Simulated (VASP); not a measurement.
# HfBe5 (P6/mmm) in VASP: a series of runs

HfBe5 is run at these levels: LDA; tasks: single point.

All numbers are computed with VASP 6.6.1; they aren't measurements. Logs are shortened: lines on timing, memory, paths and dates and some standing lists are left out, and cuts for length are marked.

## (1) The cell of the first run

Symmetry: P6/mmm, No. 191, hexagonal system. The conventional cell has a = 4.519 Å, b = 4.519 Å, c = 3.440 Å, α = 90.00°, β = 90.00°, γ = 120.00°. Hf (site symmetry 6/mmm) has 18 Be at 2.61 to 2.84 Å within 3.4 Å. Within 2.9 Å of Be (site symmetry -6m2) lie 9 Be at 2.16 to 2.61 Å and 3 Hf at 2.61 Å. Within 2.9 Å of Be (site symmetry mmm) lie 8 Be at 2.16 to 2.26 Å and 4 Hf at 2.84 Å.

## (2) Single point, LDA

INCAR reads:

```
SYSTEM = HfBe5
  PREC = Accurate
  ENCUT = 520
  EDIFF = 1E-7
  ISMEAR = -1
  SIGMA = 0.1
  LREAL = .False.
  LASPH = .True.
  NELM = 100
  ALGO = Normal
  ISIF = 2
  LWAVE = .False.
  LCHARG = .False.
  NBANDS = 19
```

KPOINTS reads:

```
Automatic mesh
0
Gamma
  2 2 3
  0 0 0
```

POSCAR reads:

```
HfBe5
1.0
    4.5194020000      0.0000000000      0.0000000000
   -2.2597010000      3.9139170000      0.0000000000
    0.0000000000      0.0000000000      3.4396900000
Hf Be
1 5
Direct
    0.0000000000      0.0000000000      0.0000000000
    0.3333333333      0.6666666667      0.0000000000
    0.6666666667      0.3333333333      0.0000000000
    0.5000000000      0.0000000000      0.5000000000
    0.5000000000      0.5000000000      0.5000000000
    0.0000000000      0.5000000000      0.5000000000
```

Potentials or basis: VASP PAW LDA potentials, release 64 (Hf_pv, Be).

Run with:

```
$ cat potpaw_LDA.64/Hf_pv/POTCAR potpaw_LDA.64/Be/POTCAR > POTCAR
$ mpirun -np 1 vasp_std > vasp.out
```

OUTCAR:

```text
SYSTEM = HfBe5
   PREC = Accurate
   ENCUT = 520
   EDIFF = 1E-7
   ISMEAR = -1
   LREAL = .False.
   LASPH = .True.
   NELM = 100
   ISIF = 2

 ion  position               nearest neighbor table
   1  0.000  0.000  0.000-   2 2.61   3 2.61   3 2.61   2 2.61   3 2.61   2 2.61   4 2.84   4 2.84
                             4 2.84   4 2.84   6 2.84   6 2.84   6 2.84   5 2.84   5 2.84   6 2.84
   2  0.333  0.667  0.000-   6 2.16   6 2.16   5 2.16   5 2.16   4 2.16   4 2.16   1 2.61   1 2.61
                             1 2.61
   3  0.667  0.333  0.000-   6 2.16   6 2.16   5 2.16   5 2.16   4 2.16   4 2.16   1 2.61   1 2.61
                             1 2.61
   4  0.500  0.000  0.500-   2 2.16   3 2.16   2 2.16   3 2.16   5 2.26   6 2.26   5 2.26   6 2.26
                             1 2.84   1 2.84   1 2.84   1 2.84
   5  0.500  0.500  0.500-   2 2.16   3 2.16   2 2.16   3 2.16   6 2.26   6 2.26   4 2.26   4 2.26
                             1 2.84   1 2.84   1 2.84   1 2.84
   6  0.000  0.500  0.500-   2 2.16   3 2.16   2 2.16   3 2.16   5 2.26   5 2.26   4 2.26   4 2.26
                             1 2.84   1 2.84   1 2.84   1 2.84

  LATTYP: Found a hexagonal cell.
 ALAT       =     4.5194020000
 C/A-ratio  =     0.7610940562

  Lattice vectors:

 A1 = (   4.5194020000,   0.0000000000,   0.0000000000)
 A2 = (  -2.2597010000,   3.9139170000,   0.0000000000)
 A3 = (   0.0000000000,   0.0000000000,   3.4396900000)

Analysis of symmetry for initial positions (statically):
=====================================================================
 Subroutine PRICEL returns:
 Original cell was already a primitive cell.

 Routine SETGRP: Setting up the symmetry group for a
 hexagonal supercell.

 Subroutine GETGRP returns: Found 24 space group operations
 (whereof 24 operations were pure point group operations)
 out of a pool of 24 trial point group operations.

The static configuration has the point symmetry D_6h.

Analysis of symmetry for dynamics (positions and initial velocities):
=====================================================================
 Subroutine PRICEL returns:
 Original cell was already a primitive cell.

 Routine SETGRP: Setting up the symmetry group for a
 hexagonal supercell.

 Subroutine GETGRP returns: Found 24 space group operations
 (whereof 24 operations were pure point group operations)
 out of a pool of 24 trial point group operations.

The dynamic configuration has the point symmetry D_6h.

[... 87 lines left out ...]
   EDIFFG = 0.1E-05   stopping-criterion for IOM
   NSW    =      0    number of steps for IOM
   IBRION =     -1    ionic relax: 0-MD 1-quasi-New 2-CG
   NFREE  =      0    steps in history (QN), initial steepest desc. (CG)
   ISIF   =      2    stress and relaxation
   ISYM   =      2    0-nonsym 1-usesym 2-fastsym
   POTIM  = 0.5000    time-step for ionic-motion
   TEBEG  =    0.0;   TEEND  =   0.0 temperature during run
   PSTRESS=    0.0 pullay stress
   NELECT =      20.0000    total number of electrons
   NUPDOWN=      -1.0000    fix difference up-down
   EMIN   =  10.00;   EMAX   =-10.00  energy-range for DOS
   EFERMI =   0.00;   METHOD = LEGACY
   ISMEAR =    -1;   SIGMA  =   0.10  broadening in eV -4-tet -1-fermi 0-gaus
   EFERMI_NEDOS =   21; number of points for ismear=-14 and -15
   IALGO  =     38    algorithm
   IMIX   =      4    mixing-type and parameters
     AMIX     =   0.40;   BMIX     =  1.00
     AMIX_MAG =   1.60;   BMIX_MAG =  1.00
  volume/ion in A,a.u.               =      10.14        68.43
  Fermi-wavevector in a.u.,A,eV,Ry     =   1.129833  2.135075 17.368140  1.276522
  Thomas-Fermi vector in A             =   2.266528
   LORBIT       =      0    0 simple, 1 ext, 2 COOP (PROOUT), +10 PAW based schemes
   GGA     = CA    functional components
   LHFCALC =     F    Hartree Fock is set to
   AEXX    =    0.0000 exact exchange contribution
   IVDW    =     0    specifies the selected vdW correction
   LEPSILON=     F    determine dielectric tensor
   LRPA    =     F    only Hartree local field effects (RPA)
 non-spin polarized calculation
  energy-cutoff  :      520.00
  volume of cell :       60.84
 maximum number of plane-waves:      1657
 NGX is ok and might be reduce to    36
   NGX = 17   NGY = 17   NGZ = 13

 number of electron      19.9999999 magnetization

 Free energy of the ion-electron system (eV)
  ---------------------------------------------------
  ext. energy  EPLUGINS =         0.00000000
  ---------------------------------------------------
  free energy    TOTEN  =       -33.20022936 eV

  energy without entropy =      -33.15906195  energy(sigma->0) =      -33.17964565

 E-fermi :   5.5192     XC(G=0): -11.0036

 val. band max:        5.4252572561   @ k =   0.5000  -0.0000   0.0000
 cond. band min:       6.2404044523   @ k =   0.5000  -0.0000   0.3333
 fundamental gap:      0.8151471962
 Fermi energy:         5.5192182529

 k-point     1 :       0.0000    0.0000    0.0000
  band No.  band energies     occupation
      1     -24.6106      2.00000
      2     -24.6106      2.00000
      3     -24.2783      2.00000
      4      -3.9671      2.00000
      5       1.9313      2.00000
      6       2.0528      2.00000
[... 65 lines left out ...]
      6       1.5760      2.00000
[... 11 lines left out ...]
     18      13.1352      0.00000
     19      14.5829      0.00000

------------------------ aborting loop because EDIFF is reached ----------------------------------------

  FORCE on cell =-STRESS in cart. coord.  units (eV):
  Direction    XX          YY          ZZ          XY          YZ          ZX
  --------------------------------------------------------------------------------------
  -------------------------------------------------------------------------------------
  Total       -1.5365892     -1.5365893     -3.4242307      0.0000000      0.0000000     -0.0000000
  in kB      -40.4628506    -40.4628518    -90.1699241      0.0000000      0.0000000     -0.0000000
  external PRESSURE =     -57.0318755 kB  Pullay stress =       0.0000000 kB

 VOLUME and BASIS-vectors are now :
 -----------------------------------------------------------------------------
  energy-cutoff  :      520.00
  volume of cell :       60.84
      direct lattice vectors                 reciprocal lattice vectors
     4.519402000  0.000000000  0.000000000     0.221268212  0.127749260  0.000000000
    -2.259701000  3.913917000  0.000000000     0.000000000  0.255498520  0.000000000
     0.000000000  0.000000000  3.439690000     0.000000000  0.000000000  0.290723873

 POSITION                                       TOTAL-FORCE (eV/Angst)
 -----------------------------------------------------------------------------------
      0.00000      0.00000      0.00000        -0.000000     -0.000000     -0.000000
     -0.00000      2.60928      0.00000         0.000000      0.000000     -0.000000
      2.25970      1.30464      0.00000         0.000000     -0.000000      0.000000
      2.25970      0.00000      1.71985        -0.000000     -0.000000     -0.000000
      1.12985      1.95696      1.71985        -0.000000     -0.000000     -0.000000
     -1.12985      1.95696      1.71985        -0.000000     -0.000000     -0.000000
 -----------------------------------------------------------------------------------
    total drift:                                0.000000     -0.000000     -0.000000

  FREE ENERGIE OF THE ION-ELECTRON SYSTEM (eV)
  ---------------------------------------------------
  free  energy   TOTEN  =       -33.2002293606 eV

  energy  without entropy=      -33.1590619451  energy(sigma->0) =      -33.17964565
```

Run time: 3.9 s. Hardware: 1 thread of Intel Xeon Platinum 8488C (Sapphire Rapids), shared host; peak memory 0.15 GiB.

What came out:

* Free energy: -33.2002 eV
* Pressure: -5.7 GPa
* Band gap on the k mesh: zero (band 10 reaches 5.43 eV, above the bottom of band 11 at 4.65 eV)

Levels at points of the mesh, in eV from the Fermi level:
```
           k point  band 6  band 7  band 8  band 9  band 10  band 11  band 12  band 13  band 14  band 15
(0.00, 0.00, 0.00)   -3.47   -3.47   -1.55   -1.04    -0.87    -0.87     2.87     2.87     4.53     5.44
(0.50, 0.00, 0.00)   -3.86   -3.06   -1.40   -0.29    -0.09     1.25     2.07     2.76     3.05     4.69
```

Caveat: the k points lie up to 0.80 Å⁻¹ apart; spin-orbit coupling is left out, which moves the levels of the heavy elements.

## (3) Single point, LDA

INCAR reads:

```
PREC     = Accurate       # precision mode
ENCUT    = 520            # plane-wave cutoff, eV
EDIFF    = 1E-7           # SCF threshold, eV
ISMEAR   = -1             # smearing method
SIGMA    = 0.1            # smearing width, eV
LREAL    = False          # projectors in reciprocal space
LASPH    = True           # aspherical terms in the spheres
NELM     = 80             # most SCF steps
ALGO     = Normal         # electronic algorithm
ISIF     = 2              # what is computed and relaxed
LWAVE    = False          # write WAVECAR
LCHARG   = True           # write CHGCAR
LELF     = True           # ELF
LVHAR    = True         
NBANDS   = 19             # bands
```

KPOINTS reads:

```
Automatic mesh
0
Gamma
  3 3 3
```

POSCAR is that of step 2.

Potentials or basis: VASP PAW LDA potentials, release 64 (Hf_pv, Be).

Run with:

```
$ cat potpaw_LDA.64/Hf_pv/POTCAR potpaw_LDA.64/Be/POTCAR > POTCAR
$ mpirun -np 1 vasp_std > vasp.out
```

Wall time 5.9 s (1 thread of Intel Xeon Platinum 8488C (Sapphire Rapids), shared host); peak memory 0.15 GiB.

Results (log left out):

```yaml
Free_energy: -33.0299 eV
Pressure: -6.1 GPa
Band_gap_on_the_k_mesh: zero (band 10 reaches 5.59 eV, above the bottom of band 11 at 4.65 eV)
```

Stress tensor (GPa, compression positive):
```
-7.52  0.00  0.00
 0.00 -7.52  0.00
 0.00  0.00 -3.39
```

Levels at points of the mesh, in eV from the Fermi level:
```tsv
k point	band 7	band 8	band 9	band 10	band 11	band 12	band 13	band 14
(0.00, 0.00, 0.00)	-3.39	-1.48	-0.97	-0.79	-0.79	2.96	2.96	4.61
```

Caveat: the k points lie up to 0.61 Å⁻¹ apart; spin-orbit coupling is left out, which moves the levels of the heavy elements.

(Part 1 of 2 ends here.)
